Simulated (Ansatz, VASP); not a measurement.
## BaS in VASP and in Ansatz

File INCAR:

```
PREC = Accurate ; ENCUT = 520
EDIFF = 1E-6 ; ISMEAR = -1
SIGMA = 0.05 ; LREAL = False
LASPH = True ; NELM = 150
ALGO = Normal ; ISIF = 2
LWAVE = False ; LCHARG = False
LNONCOLLINEAR = True ; MAGMOM = 0 0 0 0 0 0
LORBIT = 11 ; LSORBIT = True
GGA_COMPAT = False ; LORBMOM = True
NBANDS = 28
```

Contents of KPOINTS:

```
regular mesh
0
Gamma
  5 5 5
```

Contents of POSCAR:

```
BaS
1.0
    0.0000000000      3.1937500000      3.1937500000
    3.1937500000      0.0000000000      3.1937500000
    3.1937500000      3.1937500000      0.0000000000
Ba S
1 1
Direct
    0.0000000000      0.0000000000      0.0000000000
    0.5000000000      0.5000000000      0.5000000000
```

The input input.yaml:

```yaml
crystal:
  lattice:
    - [0.0, 3.19375, 3.19375]
    - [3.19375, 0.0, 3.19375]
    - [3.19375, 3.19375, 0.0]
  atoms:
    - { symbol: Ba, position: [0.0, 0.0, 0.0] }
    - { symbol: S, position: [0.5, 0.5, 0.5] }
kpoints:
  mp_grid: { grid: [5, 5, 5] }
  band_path:
    path:
      - [0.0, 0.0, 0.0]
      - [0.5, 0.0, 0.5]
      - [0.5, 0.25, 0.75]
      - [0.375, 0.375, 0.75]
      - [0.0, 0.0, 0.0]
      - [0.5, 0.5, 0.5]
      - [0.625, 0.25, 0.625]
      - [0.5, 0.25, 0.75]
    npoints: 8
scf:
  occupations: { method: fermi_dirac, width: 0.05 }
hamiltonian:
  xc: lda
  pseudopotentials: { kind: all_electron, lapw: { basis_error: 0.001 } }
magnetization:
  noncollinear: true
  spin_orbit: true
output:
  forces: true
  stress: true
  eigenvalues: true
```

Alike in both runs: functional LDA; k mesh 5 × 5 × 5; occupations fermi-dirac, width 0.05 eV; non-collinear spin, spin-orbit coupling.

|  | VASP | Ansatz |
| --- | --- | --- |
| version | VASP 6.6.1 | Ansatz 0.2.0 |
| potentials or method | VASP PAW LDA potentials, release 64 (Ba_sv, S), cutoff 520 eV | all-electron LAPW, relativistic spinors |
| task | single point | band structure |

|  | VASP | Ansatz | Ansatz less VASP |
| --- | --- | --- | --- |
| pressure (GPa) | -1.8 | -2.5 | -0.63 |
| net moment per atom (μB) | 0.00 | 0.00 | 0.000 |

LDA's correlation is that of Perdew and Zunger in VASP and of Perdew and Wang (1992) in Ansatz. Ansatz ran all-electron here, and VASP with PAW potentials.
